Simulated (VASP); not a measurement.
As: single point with LDA

Slab: As, a slab with vacuum.

```
As
1.0
     3.68900    0.00000    0.00000
    -1.84450    3.19477    0.00000
     0.00000    0.00000   28.00000
As
2
Cartesian
  0.0000 2.1298 15.0360
  1.8445 1.0649 12.9640
```

```json
{
 "Program": "VASP 6.6.1",
 "Task": "single point",
 "Functional": "LDA",
 "Potentials or basis": "VASP PAW LDA potentials, release 64 (As)",
 "Cutoff": "520 eV",
 "k mesh": "9 × 9 × 1",
 "Occupations": "gaussian, width 0.02 eV",
 "Spin": "no spin polarisation",
 "Dipole correction": "yes",
 "Further INCAR settings": "ALGO = Normal; EDIFF = 1e-06; NBANDS = 12"
}
```

The largest force is 3.927 eV/Å and the band gap on the k mesh is zero (band 5 reaches -2.42 eV, above the bottom of band 6 at -3.47 eV).

Forces in eV/Å, atoms in the order of the input:
```
As   0.000  0.000 -3.927
As   0.000  0.000  3.927
```

Levels at points of the mesh, in eV from the Fermi level:
| k point | band 2 | band 3 | band 4 | band 5 | band 6 | band 7 | band 8 | band 9 |
| --- | --- | --- | --- | --- | --- | --- | --- | --- |
| (0.00, 0.00, 0.00) | -9.54 | -2.48 | 0.73 | 0.73 | 0.99 | 2.22 | 2.22 | 3.97 |

Wall time 62 s on 1 thread of Intel(R) Xeon(R) Platinum 8375C CPU @ 2.90GHz (Ice Lake), on a shared host, peak memory 0.3 GiB.
